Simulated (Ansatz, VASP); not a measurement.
# KCl: VASP beside Ansatz

POSCAR

```
KCl
1.0
    0.0000000000      3.2608932252      3.2608932252
    3.2608932252      0.0000000000      3.2608932252
    3.2608932252      3.2608932252      0.0000000000
K Cl
1 1
Direct
    0.0000000000      0.0000000000      0.0000000000
    0.5000000000      0.5000000000      0.5000000000
```

Contents of INCAR.step1:

```
SYSTEM = KCl
PREC = Accurate
ENCUT = 520
EDIFF = 1E-5
ISMEAR = 0
SIGMA = 0.01
LREAL = .False.
LASPH = .True.
NELM = 80
ALGO = Normal
ISIF = 2
LWAVE = .True.
GGA = PE
NBANDS = 15
```

File INCAR.step2:

```
SYSTEM = KCl
PREC = Accurate
ENCUT = 520
EDIFF = 1E-6
ISMEAR = 0
SIGMA = 0.01
LREAL = .False.
LASPH = .True.
NELM = 80
ALGO = Normal
ISIF = 2
LWAVE = .False.
LCHARG = .True.
GGA = PE
LHFCALC = .True.
HFSCREEN = 0.2079
PRECFOCK = Normal
LELF = .True.
LVHAR = .True.
ISTART = 1
NBANDS = 15
```

KPOINTS

```
regular mesh
0
Gamma
  6 6 6
  0 0 0
```

Input for Ansatz:

```yaml
crystal:
  lattice:
    - [0.0, 3.2608932252, 3.2608932252]
    - [3.2608932252, 0.0, 3.2608932252]
    - [3.2608932252, 3.2608932252, 0.0]
  atoms:
    - { symbol: K, position: [0.0, 0.0, 0.0] }
    - { symbol: Cl, position: [0.5, 0.5, 0.5] }
kpoints:
  mp_grid: { grid: [6, 6, 6] }
  band_path:
    path:
      - [0.0, 0.0, 0.0]
      - [0.5, 0.0, 0.5]
      - [0.625, 0.25, 0.625]
      - [0.375, 0.375, 0.75]
      - [0.5, 0.5, 0.5]
      - [0.5, 0.25, 0.75]
    npoints: 1
hamiltonian:
  xc: hse06
scf:
  occupations: { method: fixed }
  n_extra_bands: 4
output:
  forces: true
  stress: true
  eigenvalues: true
```

Change from the starting cell: hydrostatic strain +3.7%.

Alike in both runs: task single point; functional HSE06; k mesh 6 × 6 × 6; no spin polarisation.

```csv
,VASP,Ansatz
version,VASP 6.6.1,Ansatz 0.2.0
potentials or method,"VASP PAW PBE potentials, release 64 (K_sv, Cl)","plane waves, PAW"
plane-wave cutoff (eV),520,420
occupations,"gaussian, width 0.01 eV",fixed
valence electrons in the cell,16,16
```

|  | VASP | Ansatz | Ansatz less VASP |
| --- | --- | --- | --- |
| gap on the k mesh at the Fermi level (eV) | 6.12 | 6.12 | +0.002 |
| pressure (GPa) | -1.2 | -1.2 | -0.01 |

Ansatz's warnings: stress exchange threshold loose, stress scf threshold loose.
